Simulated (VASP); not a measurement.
The system is SiO2.

```
Si O
1.0
     0.00000    2.26417    2.26417
     2.26417    0.00000    2.26417
     2.26417    2.26417    0.00000
Si O
1 2
Direct
  0.00000 0.00000 0.00000
  0.25000 0.25000 0.25000
  0.75000 0.75000 0.75000
```

Base run:

* Program: VASP 6.6.1
* Functional: r2SCAN
* Potentials or basis: VASP PAW PBE potentials, release 64 (Si, O)
* Cutoff: 520 eV
* k mesh: 6 × 6 × 6
* Occupations: gaussian, width 0.01 eV
* Spin: no spin polarisation

Its results: band gap on the k mesh 2.68 eV, direct; pressure 0.6 GPa.

Task: The run is repeated on the same cell with these changes: functional from r2SCAN to PBE. What comes out?

Result: Band gap on the k mesh 2.06 eV, direct; pressure 10.3 GPa.

r2SCAN gives the wider gap, since meta-GGAs in the generalised Kohn-Sham scheme recover part of the derivative discontinuity.

Caveats: the PAW data sets were made with another functional, which shifts forces and pressure a little (some runs).

A k mesh can miss the band edges.
